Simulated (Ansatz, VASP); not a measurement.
**One calculation of TaSi2, two programs**

File INCAR:

```
PREC = Accurate
ENCUT = 520
EDIFF = 1E-7
ISMEAR = 0
SIGMA = 0.15
LREAL = False
LASPH = True
NELM = 60
ALGO = Normal
ISIF = 2
LWAVE = False
LCHARG = False
GGA = PS
NBANDS = 38
```

The input KPOINTS:

```
regular mesh
0
Gamma
  12 12 6
```

POSCAR

```
TaSi2
1.0
    4.7609902391      0.0000000000      0.0000000000
   -2.3804951195      4.1231384942      0.0000000000
    0.0000000000      0.0000000000      6.5561430408
Ta Si
3 6
Direct
    0.4854479785     -0.0291040430      0.0000000000
    0.4854479785      0.5145520215      0.6666666667
    0.0291040430      0.5145520215      0.3333333333
    0.1482632592      0.2965265185      0.0000000000
    0.8296977516      0.1703022484      0.6666666667
    0.7034734815      0.8517367408      0.3333333333
    0.8296977516      0.6593955032      0.0000000000
    0.1482632592      0.8517367408      0.6666666667
    0.3406044968      0.1703022484      0.3333333333
```

Input for Ansatz:

```yaml
crystal:
  lattice:
    - [4.7609902391, 0.0, 0.0]
    - [-2.3804951195, 4.1231384942, 0.0]
    - [0.0, 0.0, 6.5561430408]
  atoms:
    - { symbol: Ta, position: [0.4854479785, -0.029104043, 0.0] }
    - { symbol: Ta, position: [0.4854479785, 0.5145520215, 0.6666666667] }
    - { symbol: Ta, position: [0.029104043, 0.5145520215, 0.3333333333] }
    - { symbol: Si, position: [0.1482632592, 0.2965265185, 0.0] }
    - { symbol: Si, position: [0.8296977516, 0.1703022484, 0.6666666667] }
    - { symbol: Si, position: [0.7034734815, 0.8517367408, 0.3333333333] }
    - { symbol: Si, position: [0.8296977516, 0.6593955032, 0.0] }
    - { symbol: Si, position: [0.1482632592, 0.8517367408, 0.6666666667] }
    - { symbol: Si, position: [0.3406044968, 0.1703022484, 0.3333333333] }
basis:
  ecutwfc: 420
kpoints:
  mp_grid: { grid: [12, 12, 6] }
hamiltonian:
  xc: pbesol
scf:
  occupations: { method: gaussian, width: 0.15 }
output:
  forces: true
  stress: true
  eigenvalues: true
```

Change from the starting cell: mode 4 (106.9 1/cm) frozen in, largest displacement -0.120 Å.

Alike in both runs: task single point; functional PBEsol; k mesh 12 × 12 × 6; occupations gaussian, width 0.15 eV; no spin polarisation.

|  | VASP | Ansatz |
| --- | --- | --- |
| version | VASP 6.6.1 | Ansatz 0.2.0 |
| potentials or method | VASP PAW PBE potentials, release 64 (Ta_pv, Si), cutoff 520 eV | scalar-relativistic, plane waves, PAW |
| valence electrons in the cell | 57 | 63 |

|  | VASP | Ansatz | Ansatz less VASP |
| --- | --- | --- | --- |
| gap on the k mesh at the Fermi level (eV) | none | none | - |
| pressure (GPa) | 0.6 | 0.3 | -0.32 |
| traceless stress, the component that is largest in VASP (GPa) | 0.10 | 0.04 | -0.060 |
| rms of the force components (eV/Å) | 0.315 | 0.315 | -0.0002 |

VASP's potentials were made for PBE, not for PBEsol. Atom by atom the forces differ by 0.001 eV/Å (rms over components). A gap of «none» marks a metal or a gap that the smearing closes. The functional is the same, so the differences come from potentials, cutoffs and numerics. VASP's potentials hold 57 valence electrons a cell and Ansatz's 63, so a difference there can come from the potentials and not from the codes.

Spin-orbit coupling is off throughout.
